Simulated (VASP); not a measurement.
## Cu: relaxation of cell and atoms with PBEsol

Crystal: Cu.

```
CELL_PARAMETERS angstrom
-1.46558 1.46558 1.46558
1.46558 -1.46558 1.46558
1.46558 1.46558 -1.46558
ATOMIC_POSITIONS crystal
Cu 0.00000 0.00000 0.00000
```

This isn't the form of Cu at room conditions, which is fcc.

```yaml
Program: VASP 6.6.1
Task: relaxation of cell and atoms
Functional: PBEsol
Potentials_or_basis: VASP PAW PBE potentials, release 64 (Cu)
Cutoff: 600 eV
k_mesh: 8 × 8 × 8
Occupations: gaussian, width 0.1 eV
Spin: no spin polarisation
Dipole_correction: no
Further_INCAR_settings: ALGO = Normal; EDIFF = 1e-07; IBRION = 2; EDIFFG = -0.04; NSW = 90; ISIF = 3
```

The relaxed volume is 11.41 Å³/atom. The relaxed cell is a = 2.457 Å, b = 2.457 Å, c = 2.457 Å, α = 109.47°, β = 109.47°, γ = 109.47° and the space group after relaxing (to 0.1 Å) is Im-3m (No. 229). The energy gained by relaxing is 50.3 meV/atom and the ionic steps are 3. The pressure after relaxing is 0.0 GPa and the band gap on the k mesh is zero (an odd number of electrons rules out a gap without spin polarisation).

Step by step:
```tsv
step	energy change (eV)	largest force (eV/Å)	pressure (GPa)	volume (Å³)
1	0.0000	0.0000	-12.39	12.59
2	-0.0375	0.0000	8.33	10.90
3	-0.0503	0.0000	-0.02	11.41
```

Final structure:
```cif
data_structure
_symmetry_space_group_name_H-M 'P 1'
_symmetry_Int_Tables_number 1
_cell_length_a 2.4568
_cell_length_b 2.4568
_cell_length_c 2.4568
_cell_angle_alpha 109.471
_cell_angle_beta 109.471
_cell_angle_gamma 109.471
_cell_volume 11.41
loop_
_atom_site_label
_atom_site_type_symbol
_atom_site_fract_x
_atom_site_fract_y
_atom_site_fract_z
_atom_site_occupancy
Cu1 Cu 0.00000 0.00000 0.00000 1
```

Levels at points of the mesh, in eV from the Fermi level:
| k point | band 3 | band 4 | band 5 | band 6 | band 7 | band 8 | band 9 |
| --- | --- | --- | --- | --- | --- | --- | --- |
| (0.00, 0.00, 0.00) | -3.28 | -3.28 | -2.21 | -2.21 | 25.32 | 25.32 | 25.32 |
| (0.50, 0.00, 0.00) | -2.26 | -2.10 | -1.44 | -0.77 | 4.45 | 17.69 | 17.86 |
| (0.50, 0.50, 0.50) | -1.62 | -1.62 | -1.62 | 8.24 | 8.24 | 8.24 | 13.78 |

It took 7.3 s on 1 thread of Intel(R) Xeon(R) Platinum 8488C (Sapphire Rapids), on a shared host, peak memory 0.12 GiB.

Caveat: the k points lie up to 0.39 Å⁻¹ apart in the final cell, too coarse for converged energies and pressures of a metal; the PAW data sets were made with another functional, which shifts forces and pressure a little.
